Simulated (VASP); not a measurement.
# Al: single point with r2SCAN

Al:

```xyz
1
Lattice="-1.6090 1.6090 1.6090 1.6090 -1.6090 1.6090 1.6090 1.6090 -1.6090" Properties=species:S:1:pos:R:3 pbc="T T T"
Al    0.0000    0.0000    0.0000
```

```json
{
  "Program": "VASP 6.6.1",
  "Task": "single point",
  "Functional": "r2SCAN",
  "Potentials or basis": "VASP PAW PBE potentials, release 64 (Al)",
  "Cutoff": "520 eV",
  "k mesh": "18 × 18 × 18",
  "Occupations": "gaussian, width 0.05 eV",
  "Spin": "no spin polarisation"
}
```

```yaml
Pressure: -2.4 GPa
```

Levels at points of the mesh, in eV from the Fermi level:
```tsv
k point	band 1	band 2	band 3	band 4	band 5	band 6
(0.00, 0.00, 0.00)	-11.82	13.95	13.95	13.95	15.74	15.74
(0.50, 0.00, 0.00)	-4.70	-4.02	8.63	8.72	10.54	12.15
(0.50, 0.50, 0.50)	1.96	1.96	1.96	2.96	2.96	6.33
```

Run time: 22 s on 1 thread of Intel(R) Xeon(R) 6975P-C (Granite Rapids), with other jobs on the host, peak memory 0.15 GiB.

Caveat: the PAW data sets were made with another functional, which shifts forces and pressure a little.
